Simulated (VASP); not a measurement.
# Sn2Sb (I4mm) in VASP: single point with PBEsol

Aim: the single point of Sn2Sb with PBEsol.

Everything below comes from runs of VASP 6.6.1. Logs are shortened: lines on timing, memory, paths and dates and some standing lists are left out, and cuts for length are marked.

## (1) The cell of the first run

It takes space group I4mm (No. 107, tetragonal). The conventional cell has a = 4.647 Å, b = 4.647 Å, c = 16.239 Å, α = 90.00°, β = 90.00°, γ = 90.00°. Sb (site symmetry 4mm) has 9 Sn at 3.11 to 3.31 Å within 4.1 Å. Sb (site symmetry 4mm) has 9 Sn at 3.20 to 3.32 Å within 4.2 Å. Sn (site symmetry 4mm) has 5 Sb at 3.20 to 3.31 Å and 8 Sn at 3.46 to 4.25 Å within 4.3 Å. Within 4.3 Å of Sn (site symmetry 4mm) lie 5 Sb at 3.11 to 3.32 Å and 8 Sn at 3.69 to 4.25 Å. Within 4.2 Å of Sn (site symmetry 2mm) lie 4 Sb at 3.16 to 3.31 Å and 8 Sn at 3.29 to 3.69 Å.

## (2) Single point, PBEsol

File INCAR:

```
SYSTEM = Sn2Sb
PREC     = Accurate       ! precision mode
ENCUT    = 520            ! plane-wave cutoff, eV
EDIFF    = 1E-7           ! SCF threshold, eV
ISMEAR   = 1              ! smearing method
SIGMA    = 0.0293         ! smearing width, eV
LREAL    = .FALSE.        ! projectors in reciprocal space
LASPH    = .TRUE.         ! aspherical terms in the spheres
NELM     = 80             ! most SCF steps
ALGO     = Normal         ! electronic algorithm
ISIF     = 2              ! what is computed and relaxed
LWAVE    = .FALSE.        ! write WAVECAR
LCHARG   = .FALSE.        ! write CHGCAR
GGA      = PS             ! functional
NBANDS   = 42             ! bands
```

File KPOINTS:

```
Automatic mesh
0
G
  6 6 6
  0 0 0
```

File POSCAR:

```
Sn2Sb
1.0
    0.0000000000      4.6468180000      0.0000000000
    4.6468180000      0.0000000000      0.0000000000
    2.3234090000      2.3234090000     -8.1195460000
Sb Sn
2 4
Direct
    0.1322000000      0.1322000000      0.7356000000
    0.8549000000      0.8549000000      0.2902000000
    0.6580000000      0.6580000000      0.6840000000
    0.3238000000      0.3238000000      0.3524000000
    0.5000000000      0.0000000000      0.0000000000
    0.0000000000      0.5000000000      0.0000000000
```

Potentials or basis: VASP PAW PBE potentials, release 64 (Sb, Sn_d).

Started as:

```console
$ cat potpaw_PBE.64/Sb/POTCAR potpaw_PBE.64/Sn_d/POTCAR > POTCAR
$ mpirun -np 1 vasp_std > vasp.out
```

OUTCAR:

```text
SYSTEM = Sn2Sb
   PREC = Accurate
   ENCUT = 520
   EDIFF = 1E-7
   ISMEAR = 1
   LREAL = .FALSE.
   LASPH = .TRUE.
   NELM = 80
   ISIF = 2
   GGA = PS

 ion  position               nearest neighbor table
   1  0.132  0.132  0.736-   4 3.11   6 3.16   5 3.16   5 3.16   6 3.16   3 3.31   3 3.31   3 3.31
                             3 3.31
   2  0.855  0.855  0.290-   3 3.20   6 3.31   5 3.31   5 3.31   6 3.31   4 3.32   4 3.32   4 3.32
                             4 3.32
   3  0.658  0.658  0.684-   2 3.20   1 3.31   1 3.31   1 3.31   1 3.31   5 3.46   6 3.46   6 3.46
                             5 3.46
   4  0.324  0.324  0.352-   1 3.11   2 3.32   2 3.32   2 3.32   2 3.32   6 3.69   5 3.69   5 3.69
                             6 3.69
   5  0.500  0.000  0.000-   1 3.16   1 3.16   6 3.29   6 3.29   6 3.29   6 3.29   2 3.31   2 3.31
                             3 3.46   3 3.46   4 3.69   4 3.69
   6  0.000  0.500  0.000-   1 3.16   1 3.16   5 3.29   5 3.29   5 3.29   5 3.29   2 3.31   2 3.31
                             3 3.46   3 3.46   4 3.69   4 3.69

  LATTYP: Found a body centered tetragonal cell.
 ALAT       =     4.6468180000
 C/A-ratio  =     3.4946692554

  Lattice vectors:

 A1 = (  -2.3234090000,   2.3234090000,   8.1195460000)
 A2 = (   2.3234090000,  -2.3234090000,   8.1195460000)
 A3 = (   2.3234090000,   2.3234090000,  -8.1195460000)

Analysis of symmetry for initial positions (statically):
=====================================================================
 Subroutine PRICEL returns:
 Original cell was already a primitive cell.

 Routine SETGRP: Setting up the symmetry group for a
 body centered tetragonal supercell.

 Subroutine GETGRP returns: Found  8 space group operations
 (whereof  8 operations were pure point group operations)
 out of a pool of 16 trial point group operations.

The static configuration has the point symmetry C_4v.

Analysis of symmetry for dynamics (positions and initial velocities):
=====================================================================
 Subroutine PRICEL returns:
 Original cell was already a primitive cell.

 Routine SETGRP: Setting up the symmetry group for a
 body centered tetragonal supercell.

 Subroutine GETGRP returns: Found  8 space group operations
 (whereof  8 operations were pure point group operations)
 out of a pool of 16 trial point group operations.

The dynamic configuration has the point symmetry C_4v.

 Subroutine INISYM returns: Found  8 space group operations
 (whereof  8 operations are pure point group operations),
 and found     1 'primitive' translations

----------------------------------------------------------------------------------------

                                     Primitive cell

  volume of cell :     175.3247

  direct lattice vectors                    reciprocal lattice vectors
     0.000000000  4.646818000  0.000000000     0.000000000  0.215201026  0.061579798
     4.646818000  0.000000000  0.000000000     0.215201026  0.000000000  0.061579798
     2.323409000  2.323409000 -8.119546000     0.000000000  0.000000000 -0.123159595

  length of vectors
     4.646818000  4.646818000  8.759194370     0.223838229  0.223838229  0.123159595

  position of ions in fractional coordinates (direct lattice)
     0.132200000  0.132200000  0.735600000
     0.854900000  0.854900000  0.290200000
     0.658000000  0.658000000  0.684000000
     0.323800000  0.323800000  0.352400000
     0.500000000  0.000000000  0.000000000
     0.000000000  0.500000000  0.000000000

  ion indices of the primitive-cell ions
   primitive index   ion index
                 1           1
                 2           2
                 3           3
                 4           4
                 5           5
                 6           6

----------------------------------------------------------------------------------------

 KPOINTS: Automatic mesh

Automatic generation of k-mesh.
 Grid dimensions read from file:
 generate k-points for:    6    6    6

 Generating k-lattice:

  Cartesian coordinates                     Fractional coordinates (reciprocal lattice)
     0.000000000  0.035866838  0.010263300     0.166666667  0.000000000  0.000000000
     0.035866838  0.000000000  0.010263300     0.000000000  0.166666667  0.000000000
     0.000000000  0.000000000 -0.020526599     0.000000000  0.000000000  0.166666667

  Length of vectors
     0.037306372  0.037306372  0.020526599

  Shift w.r.t. Gamma in fractional coordinates (k-lattice)
     0.000000000  0.000000000  0.000000000

 Subroutine IBZKPT returns following result:
 ===========================================

 Found     30 irreducible k-points:

 Following reciprocal coordinates:
            Coordinates               Weight
  0.000000  0.000000  0.000000      1.000000
  0.166667  0.000000 -0.000000      8.000000
  0.333333  0.000000 -0.000000      8.000000
  0.500000  0.000000 -0.000000      4.000000
  0.166667  0.166667 -0.000000      8.000000
  0.333333  0.166667 -0.000000     16.000000
[... 16 lines left out ...]
 -0.333333 -0.333333  0.166667      4.000000
 -0.166667 -0.333333  0.166667     16.000000
 [... further k-points ...]
   k-points           NKPTS =     30   k-points in BZ     NKDIM =     30   number of bands    NBANDS=     42
   number of dos      NEDOS =    301   number of ions     NIONS =      6
   total plane-waves  NPLWV =  90720
   dimension x,y,z NGX =    36 NGY =   36 NGZ =   70
   dimension x,y,z NGXF=    72 NGYF=   72 NGZF=  140
   ions per type =               2   4
   NGX,Y,Z   is equivalent  to a cutoff of  12.88, 12.88, 13.29 a.u.
   NGXF,Y,Z  is equivalent  to a cutoff of  25.76, 25.76, 26.57 a.u.
 SYSTEM =  Sn2Sb
   PREC   = accura    normal or accurate (medium, high low for compatibility)
   ISTART =      0    job   : 0-new  1-cont  2-samecut
   ICHARG =      2    charge: 1-file 2-atom 10-const
   ISPIN  =      1    spin polarized calculation?
   LNONCOLLINEAR =      F non collinear calculations
   LSORBIT =      F    spin-orbit coupling
   LASPH  =      T    aspherical Exc in radial PAW
   ENCUT  =  520.0 eV  38.22 Ry    6.18 a.u.   8.64  8.64 16.29*2*pi/ulx,y,z
   NELM   =     80;   NELMIN=  2; NELMDL= -5     # of ELM steps
   EDIFF  = 0.1E-06   stopping-criterion for ELM
   LREAL  =      F    real-space projection
   EDIFFG = 0.1E-05   stopping-criterion for IOM
   NSW    =      0    number of steps for IOM
   IBRION =     -1    ionic relax: 0-MD 1-quasi-New 2-CG
   NFREE  =      0    steps in history (QN), initial steepest desc. (CG)
   ISIF   =      2    stress and relaxation
   ISYM   =      2    0-nonsym 1-usesym 2-fastsym
   POTIM  = 0.5000    time-step for ionic-motion
   TEBEG  =    0.0;   TEEND  =   0.0 temperature during run
   PSTRESS=    0.0 pullay stress
   NELECT =      66.0000    total number of electrons
   NUPDOWN=      -1.0000    fix difference up-down
   EMIN   =  10.00;   EMAX   =-10.00  energy-range for DOS
   EFERMI =   0.00;   METHOD = LEGACY
   ISMEAR =     1;   SIGMA  =   0.03  broadening in eV -4-tet -1-fermi 0-gaus
   EFERMI_NEDOS =   21; number of points for ismear=-14 and -15
   IALGO  =     38    algorithm
   IMIX   =      4    mixing-type and parameters
     AMIX     =   0.40;   BMIX     =  1.00
     AMIX_MAG =   1.60;   BMIX_MAG =  1.00
  volume/ion in A,a.u.               =      29.22       197.19
  Fermi-wavevector in a.u.,A,eV,Ry     =   1.182066  2.233781 19.011154  1.397280
  Thomas-Fermi vector in A             =   2.318328
   LORBIT       =      0    0 simple, 1 ext, 2 COOP (PROOUT), +10 PAW based schemes
   GGA     = PS    functional components
   LHFCALC =     F    Hartree Fock is set to
   AEXX    =    0.0000 exact exchange contribution
   IVDW    =     0    specifies the selected vdW correction
   LEPSILON=     F    determine dielectric tensor
   LRPA    =     F    only Hartree local field effects (RPA)
 non-spin polarized calculation
 Methfessel and Paxton  Order N= 1 SIGMA  =   0.03
  energy-cutoff  :      520.00
  volume of cell :      175.32
 maximum number of plane-waves:      4743
 NGX is ok and might be reduce to    36
   NGX = 17   NGY = 17   NGZ = 33

 number of electron      65.9999989 magnetization

 Free energy of the ion-electron system (eV)
  ---------------------------------------------------
  ext. energy  EPLUGINS =         0.00000000
  ---------------------------------------------------
  free energy    TOTEN  =       -25.52980274 eV

  energy without entropy =      -25.52983616  energy(sigma->0) =      -25.52981388

 E-fermi :   7.2028     XC(G=0): -10.0281

 val. band max:        7.1981537083   @ k =  -0.1667  -0.1667   0.3333
 cond. band min:       7.2105674278   @ k =   0.5000   0.0000  -0.0000
 fundamental gap:      0.0124137195
 Fermi energy:         7.2027872131

 k-point     1 :       0.0000    0.0000    0.0000
  band No.  band energies     occupation
      1     -14.4531      2.00000
      2     -14.3884      2.00000
      3     -14.3732      2.00000
      4     -14.3721      2.00000
      5     -14.3721      2.00000
      6     -14.3144      2.00000
[... 34 lines left out ...]
     41      10.8001      0.00000
     42      11.8598      0.00000

 k-point     2 :       0.1667    0.0000   -0.0000
  band No.  band energies     occupation
      1     -14.4353      2.00000
      2     -14.3807      2.00000
      3     -14.3681      2.00000
      4     -14.3676      2.00000
      5     -14.3641      2.00000
      6     -14.3167      2.00000
[... 34 lines left out ...]
     41      10.3169      0.00000
     42      11.5720      0.00000

 k-point     3 :       0.3333    0.0000   -0.0000
  band No.  band energies     occupation
      1     -14.3864      2.00000
      2     -14.3622      2.00000
      3     -14.3573      2.00000
      4     -14.3539      2.00000
      5     -14.3410      2.00000
      6     -14.3271      2.00000
[... 897 lines left out ...]
      4     -14.3530      2.00000
      5     -14.3291      2.00000
      6     -14.3222      2.00000
[... 34 lines left out ...]
     41      11.4055      0.00000
     42      11.7358      0.00000

 k-point    24 :      -0.1667   -0.3333    0.1667
  band No.  band energies     occupation
      1     -14.3995      2.00000
      2     -14.3693      2.00000
      3     -14.3472      2.00000
      4     -14.3408      2.00000
      5     -14.3375      2.00000
      6     -14.3312      2.00000
[... 34 lines left out ...]
     41      10.6117      0.00000
     42      10.8630      0.00000

 [... further k-points ...]

------------------------ aborting loop because EDIFF is reached ----------------------------------------

  FORCE on cell =-STRESS in cart. coord.  units (eV):
  Direction    XX          YY          ZZ          XY          YZ          ZX
  --------------------------------------------------------------------------------------
  -------------------------------------------------------------------------------------
  Total       -2.0527027     -2.0527027     -1.1588316      0.0000000     -0.0000000      0.0000000
  in kB      -18.7583033    -18.7583033    -10.5898023      0.0000000     -0.0000000      0.0000000
  external PRESSURE =     -16.0354697 kB  Pullay stress =       0.0000000 kB

 VOLUME and BASIS-vectors are now :
 -----------------------------------------------------------------------------
  energy-cutoff  :      520.00
  volume of cell :      175.32
      direct lattice vectors                 reciprocal lattice vectors
     0.000000000  4.646818000  0.000000000     0.000000000  0.215201026  0.061579798
     4.646818000  0.000000000  0.000000000     0.215201026  0.000000000  0.061579798
     2.323409000  2.323409000 -8.119546000     0.000000000  0.000000000 -0.123159595

 POSITION                                       TOTAL-FORCE (eV/Angst)
 -----------------------------------------------------------------------------------
      2.32341      2.32341     -5.97274        -0.000000     -0.000000      0.740568
      4.64682      4.64682     -2.35629         0.000000      0.000000     -0.382915
      4.64682      4.64682     -5.55377         0.000000      0.000000      0.244431
      2.32341      2.32341     -2.86133         0.000000      0.000000      0.108913
      0.00000      2.32341      0.00000         0.000000      0.000000     -0.355499
      2.32341      0.00000      0.00000         0.000000      0.000000     -0.355499
 -----------------------------------------------------------------------------------
    total drift:                               -0.000116     -0.000116      0.000155

  FREE ENERGIE OF THE ION-ELECTRON SYSTEM (eV)
  ---------------------------------------------------
  free  energy   TOTEN  =       -25.5298027424 eV

  energy  without entropy=      -25.5298361614  energy(sigma->0) =      -25.52981388
```

It took 4 min on 1 thread of Intel Xeon Platinum 8259CL at 2.50GHz (Skylake/Cascade Lake), shared host; peak memory 0.39 GiB.

What came out:

* Free energy: -25.5298 eV
* Pressure: -1.6 GPa
* Largest force: 0.741 eV/Å
* Band gap on the k mesh: zero (bands 33 and 34 overlap by 0.76 eV)

Forces in eV/Å, atoms in the order of the input:
```
Sb   0.000  0.000  0.741
Sb   0.000  0.000 -0.383
Sn   0.000  0.000  0.244
Sn   0.000  0.000  0.109
Sn   0.000  0.000 -0.355
Sn   0.000  0.000 -0.355
```

Caveat: the PAW data sets were made with another functional, which shifts forces and pressure a little; spin-orbit coupling is left out, which moves the levels of the heavy elements.
